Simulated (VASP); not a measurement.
Here is a VASP 6.6.1 calculation.

INCAR

```
ALGO     = Normal         # electronic algorithm
EDIFF    = 1E-7           # SCF threshold, eV
ENCUT    = 520            # plane-wave cutoff, eV
GGA      = PE             # functional
ISIF     = 2              # what is computed and relaxed
ISMEAR   = 0              # smearing method
LASPH    = T              # aspherical terms in the spheres
LCHARG   = F              # write CHGCAR
LREAL    = F              # projectors in reciprocal space
LWAVE    = F              # write WAVECAR
NBANDS   = 36             # bands
NELM     = 80             # most SCF steps
PREC     = Accurate       # precision mode
SIGMA    = 0.1            # smearing width, eV
```

Contents of KPOINTS:

```
k-points
0
Gamma
  8 8 8
```

Contents of POSCAR:

```
SrTe7
1.0
   -3.9093225507      3.9093225507      3.9093225507
    3.9093225507     -3.9093225507      3.9093225507
    3.9093225507      3.9093225507     -3.9093225507
Sr Te
1 7
Direct
    0.0000000000      0.0000000000      0.0000000000
    0.0000000000      0.5000000000      0.5000000000
    0.5000000000      0.5000000000      0.0000000000
    0.5000000000      0.0000000000      0.5000000000
    0.0000000000      0.0000000000      0.5000000000
    0.0000000000      0.5000000000      0.0000000000
    0.5000000000      0.0000000000      0.0000000000
    0.5000000000      0.5000000000      0.5000000000
```

Potentials or basis: VASP PAW PBE potentials, release 64 (Sr_sv, Te).

The run is started by

```bash
$ cat potpaw_PBE.64/Sr_sv/POTCAR potpaw_PBE.64/Te/POTCAR > POTCAR
$ mpirun -np 1 vasp_std > vasp.out
```

Question: Estimate the pressure.

Answer: 0.0 GPa.

Question: Estimate the band gap on the k mesh.

Answer: Zero (bands 26 and 27 overlap by 1.56 eV).

Caveat: spin-orbit coupling is left out, which moves the levels of the heavy elements.
